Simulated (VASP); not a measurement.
Write the native input for VASP 6.6.1 that does the following.

* Task: single point
* Functional: PBEsol
* Potentials or basis: VASP PAW PBE potentials, release 64 (O, Ti_sv)
* Cutoff: 520 eV
* k mesh: 9 × 6 × 1
* Occupations: gaussian, width 0.05 eV
* Spin: no spin polarisation
* Dipole correction: yes
* Further INCAR settings: LREAL = Auto; ALGO = Normal; EDIFF = 1e-06; NBANDS = 87

The structure of TiO2 lies in POSCAR:

```
TiO2
1.0
    2.9389940238      0.0000000000      0.0000000000
    0.0000000000      4.5912476139      0.0000000000
    0.0000000000      0.0000000000     27.8758726922
O Ti
12 6
Direct
    0.5000000000      0.8044387441      0.2690498727
    0.0000000000      0.3044387441      0.2869823520
    0.0000000000      0.6955612559      0.3514015118
    0.5000000000      0.1955612559      0.3693339910
    0.5000000000      0.8044387441      0.4337531509
    0.0000000000      0.3044387441      0.4516856301
    0.0000000000      0.6955612559      0.5161047900
    0.5000000000      0.1955612559      0.5340372692
    0.5000000000      0.8044387441      0.5984564290
    0.0000000000      0.3044387441      0.6163889083
    0.0000000000      0.6955612559      0.6808080681
    0.5000000000      0.1955612559      0.6987405473
    0.5000000000      0.5000000000      0.3191919319
    0.0000000000      0.0000000000      0.4015435710
    0.5000000000      0.5000000000      0.4838952100
    0.0000000000      0.0000000000      0.5662468491
    0.5000000000      0.5000000000      0.6485984882
    0.0000000000      0.0000000000      0.7309501273
```

The input as run:

INCAR

```
SYSTEM = TiO2
PREC     = Accurate       ! precision mode
ENCUT    = 520            ! plane-wave cutoff, eV
EDIFF    = 1E-6           ! SCF threshold, eV
ISMEAR   = 0              ! smearing method
SIGMA    = 0.05           ! smearing width, eV
LREAL    = Auto         
LASPH    = .True.         ! aspherical terms in the spheres
NELM     = 100            ! most SCF steps
ALGO     = Normal         ! electronic algorithm
ISIF     = 2              ! what is computed and relaxed
LWAVE    = .False.        ! write WAVECAR
LCHARG   = .False.        ! write CHGCAR
LDIPOL   = .True.       
IDIPOL   = 3            
DIPOL    = 0.5 0.5 0.498
GGA      = PS             ! functional
NBANDS   = 87             ! bands
```

KPOINTS

```
Automatic mesh
0
Gamma
  9 6 1
  0 0 0
```

Potentials or basis: VASP PAW PBE potentials, release 64 (O, Ti_sv).

Command:

```sh
$ cat potpaw_PBE.64/O/POTCAR potpaw_PBE.64/Ti_sv/POTCAR > POTCAR
$ mpirun -np 1 vasp_std > vasp.out
```

It gave:

```yaml
Largest_force: 3.340 eV/Å
Band_gap_on_the_k_mesh: zero (bands 72 and 73 overlap by 0.18 eV)
```

Caveat: the PAW data sets were made with another functional, which shifts forces and pressure a little; semilocal functionals often make such compounds metallic where correlation or magnetic order opens a gap, which also shifts bond lengths.

Wall time 43 min on 1 thread of Intel(R) Xeon(R) Platinum 8259CL CPU @ 2.50GHz (Skylake/Cascade Lake), on a shared host, peak memory 0.67 GiB.
